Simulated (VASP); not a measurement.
# AlCr2C (P4/mmm) in VASP: relaxation of cell and atoms with PBE

Aim: the relaxation of cell and atoms of AlCr2C with PBE.

Everything below comes from runs of VASP 6.6.1. Logs are shortened: lines on timing, memory, paths and dates and some standing lists are left out, and cuts for length are marked.

### 1 The cell of the first run

Symmetry: P4/mmm, No. 123, tetragonal system. Conventional cell: a = 3.814 Å, b = 3.814 Å, c = 3.550 Å, α = 90.00°, β = 90.00°, γ = 90.00°. Within 3.4 Å of Al (site symmetry 4/mmm) lie 8 Cr at 2.61 Å and 8 C at 3.23 Å. Within 2.5 Å of Cr (site symmetry mmm) lie 2 C at 1.91 Å. Within 2.5 Å of C (site symmetry 4/mmm) lie 4 Cr at 1.91 Å.

The cell was built from a structure type or drawn by symmetry, and may not be a known phase.

### 2 Relaxation of cell and atoms, PBE

INCAR reads:

```
SYSTEM = AlCr2C
PREC     = Accurate       ! precision mode
ENCUT    = 600            ! plane-wave cutoff, eV
EDIFF    = 1E-7           ! SCF threshold, eV
ISMEAR   = 0              ! smearing method
SIGMA    = 0.1            ! smearing width, eV
LREAL    = .False.        ! projectors in reciprocal space
LASPH    = .True.         ! aspherical terms in the spheres
NELM     = 60             ! most SCF steps
ALGO     = Normal         ! electronic algorithm
ISIF     = 3              ! what is computed and relaxed
LWAVE    = .False.        ! write WAVECAR
LCHARG   = .False.        ! write CHGCAR
GGA      = PE             ! functional
IBRION   = 2              ! ionic algorithm
NSW      = 100            ! ionic steps
EDIFFG   = -0.01          ! ionic threshold
```

KPOINTS reads:

```
Automatic mesh
0
Gamma
  12 12 14
  0 0 0
```

POSCAR reads:

```
AlCr2C
1.0
    3.8137253396      0.0000000000      0.0000000000
    0.0000000000      3.8137253396      0.0000000000
    0.0000000000      0.0000000000      3.5496378062
Al Cr C
1 2 1
Direct
    0.5000000000      0.5000000000      0.0000000000
    0.5000000000      0.0000000000      0.5000000000
    0.0000000000      0.5000000000      0.5000000000
    0.0000000000      0.0000000000      0.5000000000
```

Potentials or basis: VASP PAW PBE potentials, release 64 (Al, Cr_pv, C).

The run is started by

```
$ cat potpaw_PBE.64/Al/POTCAR potpaw_PBE.64/Cr_pv/POTCAR potpaw_PBE.64/C/POTCAR > POTCAR
$ mpirun -np 1 vasp_std > vasp.out
```

OUTCAR:

```text
SYSTEM = AlCr2C
   PREC = Accurate
   ENCUT = 600
   EDIFF = 1E-7
   ISMEAR = 0
   LREAL = .False.
   LASPH = .True.
   NELM = 60
   ISIF = 3
   GGA = PE
   IBRION = 2
   NSW = 100
   EDIFFG = -0.01

 ion  position               nearest neighbor table
   1  0.500  0.500  0.000-   2 2.61   3 2.61   2 2.61   3 2.61   2 2.61   2 2.61   3 2.61   3 2.61

   2  0.500  0.000  0.500-   4 1.91   4 1.91   1 2.61   1 2.61   1 2.61   1 2.61   3 2.70   3 2.70
                             3 2.70   3 2.70
   3  0.000  0.500  0.500-   4 1.91   4 1.91   1 2.61   1 2.61   1 2.61   1 2.61   2 2.70   2 2.70
                             2 2.70   2 2.70
   4  0.000  0.000  0.500-   2 1.91   3 1.91   3 1.91   2 1.91

  LATTYP: Found a simple tetragonal cell.
 ALAT       =     3.8137253396
 C/A-ratio  =     0.9307533947

  Lattice vectors:

 A1 = (   3.8137253396,   0.0000000000,   0.0000000000)
 A2 = (   0.0000000000,   3.8137253396,   0.0000000000)
 A3 = (   0.0000000000,   0.0000000000,   3.5496378062)

Analysis of symmetry for initial positions (statically):
=====================================================================
 Subroutine PRICEL returns:
 Original cell was already a primitive cell.

 Routine SETGRP: Setting up the symmetry group for a
 simple tetragonal supercell.

 Subroutine GETGRP returns: Found 16 space group operations
 (whereof 16 operations were pure point group operations)
 out of a pool of 16 trial point group operations.

The static configuration has the point symmetry D_4h.

Analysis of symmetry for dynamics (positions and initial velocities):
=====================================================================
 Subroutine PRICEL returns:
 Original cell was already a primitive cell.

 Routine SETGRP: Setting up the symmetry group for a
 simple tetragonal supercell.

 Subroutine GETGRP returns: Found 16 space group operations
 (whereof 16 operations were pure point group operations)
 out of a pool of 16 trial point group operations.

The dynamic configuration has the point symmetry D_4h.

 Subroutine INISYM returns: Found 16 space group operations
 (whereof 16 operations are pure point group operations),
 and found     1 'primitive' translations

----------------------------------------------------------------------------------------

                                     Primitive cell

  volume of cell :      51.6277

[... 99 lines left out ...]
   ISYM   =      2    0-nonsym 1-usesym 2-fastsym
   POTIM  = 0.5000    time-step for ionic-motion
   TEBEG  =    0.0;   TEEND  =   0.0 temperature during run
   PSTRESS=    0.0 pullay stress
   NELECT =      31.0000    total number of electrons
   NUPDOWN=      -1.0000    fix difference up-down
   EMIN   =  10.00;   EMAX   =-10.00  energy-range for DOS
   EFERMI =   0.00;   METHOD = LEGACY
   ISMEAR =     0;   SIGMA  =   0.10  broadening in eV -4-tet -1-fermi 0-gaus
   EFERMI_NEDOS =   21; number of points for ismear=-14 and -15
   IALGO  =     38    algorithm
   IMIX   =      4    mixing-type and parameters
     AMIX     =   0.40;   BMIX     =  1.00
     AMIX_MAG =   1.60;   BMIX_MAG =  1.00
  volume/ion in A,a.u.               =      12.91        87.10
  Fermi-wavevector in a.u.,A,eV,Ry     =   1.381130  2.609957 25.953372  1.907519
  Thomas-Fermi vector in A             =   2.505943
   LORBIT       =      0    0 simple, 1 ext, 2 COOP (PROOUT), +10 PAW based schemes
   GGA     = PE    functional components
   LHFCALC =     F    Hartree Fock is set to
   AEXX    =    0.0000 exact exchange contribution
   IVDW    =     0    specifies the selected vdW correction
   LEPSILON=     F    determine dielectric tensor
   LRPA    =     F    only Hartree local field effects (RPA)
 conjugate gradient relaxation of ions
 non-spin polarized calculation
 Gauss-broadening in eV      SIGMA  =   0.10
  energy-cutoff  :      600.00
  volume of cell :       51.63
 maximum number of plane-waves:      1756
   NGX = 15   NGY = 15   NGZ = 15

--------------------------------------- Ionic step        1  -------------------------------------------

 number of electron      30.9999985 magnetization

 Free energy of the ion-electron system (eV)
  ---------------------------------------------------
  ext. energy  EPLUGINS =         0.00000000
  ---------------------------------------------------
  free energy    TOTEN  =       -30.29787672 eV

  energy without entropy =      -30.27969819  energy(sigma->0) =      -30.28878745

------------------------ aborting loop because EDIFF is reached ----------------------------------------

  FORCE on cell =-STRESS in cart. coord.  units (eV):
  Direction    XX          YY          ZZ          XY          YZ          ZX
  --------------------------------------------------------------------------------------
  -------------------------------------------------------------------------------------
  Total        0.0357640      0.0357640     -0.1544256      0.0000000     -0.0000000      0.0000000
  in kB        1.1098737      1.1098737     -4.7923326      0.0000000     -0.0000000      0.0000000
  external PRESSURE =      -0.8575284 kB  Pullay stress =       0.0000000 kB
[... 139 lines left out ...]
--------------------------------------- Ionic step        5  -------------------------------------------

 number of electron      30.9999985 magnetization

 Free energy of the ion-electron system (eV)
  ---------------------------------------------------
  ext. energy  EPLUGINS =         0.00000000
  ---------------------------------------------------
  free energy    TOTEN  =       -30.29830381 eV

  energy without entropy =      -30.28000691  energy(sigma->0) =      -30.28915536

 E-fermi :   7.3337     XC(G=0): -11.6160

 val. band max:        7.3283735387   @ k =   0.4167   0.2500   0.2857
 cond. band min:       7.3355197110   @ k =   0.4167   0.2500   0.1429
 fundamental gap:      0.0071461722
 Fermi energy:         7.3337339258

 k-point     1 :       0.0000    0.0000    0.0000
  band No.  band energies     occupation
      1     -35.6208      2.00000
      2     -35.5801      2.00000
      3     -35.5801      2.00000
      4     -35.5623      2.00000
      5     -35.2717      2.00000
      6     -35.2717      2.00000
[... 505 lines left out ...]
      6     -35.2173      2.00000
[... 11 lines left out ...]
     18       8.2910      0.00000
     19      10.0182      0.00000

 [... further k-points ...]

------------------------ aborting loop because EDIFF is reached ----------------------------------------

  FORCE on cell =-STRESS in cart. coord.  units (eV):
  Direction    XX          YY          ZZ          XY          YZ          ZX
  --------------------------------------------------------------------------------------
  -------------------------------------------------------------------------------------
  Total        0.0068363      0.0068363     -0.0036922      0.0000000     -0.0000000      0.0000000
  in kB        0.2128456      0.2128456     -0.1149548      0.0000000     -0.0000000      0.0000000
  external PRESSURE =       0.1035788 kB  Pullay stress =       0.0000000 kB
[... 19 lines left out ...]
  FREE ENERGIE OF THE ION-ELECTRON SYSTEM (eV)
  ---------------------------------------------------
  free  energy   TOTEN  =       -30.2983038144 eV

  energy  without entropy=      -30.2800069087  energy(sigma->0) =      -30.28915536

 reached required accuracy - stopping structural energy minimisation
```

CONTCAR:

```text
AlCr2C
   1.00000000000000
     3.8170321839763957    0.0000000000000000    0.0000000000000000
     0.0000000000000000    3.8170321839763957   -0.0000000000000000
     0.0000000000000000   -0.0000000000000000    3.5319735861506092
  Al              Cr              C
     1     2     1
Direct
     0.5000000000000000    0.5000000000000000    0.0000000000000000
     0.5000000000000000    0.0000000000000000    0.5000000000000000
     0.0000000000000000    0.5000000000000000    0.5000000000000000
     0.0000000000000000    0.0000000000000000    0.5000000000000000

  0.00000000E+00  0.00000000E+00  0.00000000E+00
  0.00000000E+00  0.00000000E+00  0.00000000E+00
  0.00000000E+00  0.00000000E+00  0.00000000E+00
  0.00000000E+00  0.00000000E+00  0.00000000E+00
```

Run time: 5.5 min. Hardware: 1 thread of Intel Xeon 6975P-C (Granite Rapids), shared host; peak memory 0.39 GiB.

Results:

```yaml
Free_energy: -30.2983 eV
Relaxed_volume: 12.86 Å³/atom
Relaxed_cell: a = 3.817 Å, b = 3.817 Å, c = 3.532 Å, α = 90.00°, β = 90.00°, γ = 90.00°
Space_group_after_relaxing_to_0.1_Å: P4/mmm (No. 123)
Energy_gained_by_relaxing: 0.1 meV/atom
Ionic_steps: 5
Pressure_after_relaxing: 0.0 GPa
Band_gap_on_the_k_mesh: zero (an odd number of electrons rules out a gap without spin polarisation)
```

The path:
| step | energy change (eV) | largest force (eV/Å) | pressure (GPa) | volume (Å³) |
| --- | --- | --- | --- | --- |
| 1 | 0.0000 | 0.0000 | -0.09 | 51.63 |
| 2 | -0.0003 | 0.0000 | -0.09 | 51.58 |
| 3 | -0.0004 | 0.0000 | -0.11 | 51.50 |
| 4 | -0.0004 | 0.0000 | 0.20 | 51.40 |
| 5 | -0.0004 | 0.0000 | 0.01 | 51.46 |

Final structure:
```
Al Cr C
1.0
     3.81703    0.00000    0.00000
     0.00000    3.81703    0.00000
     0.00000    0.00000    3.53197
Al Cr C
1 2 1
Direct
  0.50000 0.50000 0.00000
  0.50000 0.00000 0.50000
  0.00000 0.50000 0.50000
  0.00000 0.00000 0.50000
```

Levels at points of the mesh, in eV from the Fermi level:
```
           k point  band 12  band 13  band 14  band 15  band 16  band 17  band 18  band 19
(0.00, 0.00, 0.00)    -1.47    -0.78    -0.78    -0.56    -0.40     0.79     0.79     1.21
(0.50, 0.00, 0.00)    -2.09    -1.11    -0.98    -0.94    -0.15     0.12     0.26     3.17
(0.50, 0.50, 0.00)    -2.37    -2.37    -1.86    -0.40    -0.40     0.96     1.08     2.82
(0.00, 0.00, 0.50)    -1.83    -0.72    -0.72     0.47     0.55     0.55     0.86     1.12
(0.50, 0.00, 0.50)    -2.46    -1.08    -0.58    -0.43     0.30     0.82     0.93     1.54
(0.50, 0.50, 0.50)    -1.42    -0.64    -0.64    -0.16    -0.16     0.70     0.92     0.92
```

Caveat: the run has no spin polarisation, though such a crystal can be magnetic. Spin polarisation is off, so any magnetic state and its effect on volume and gap are missing.
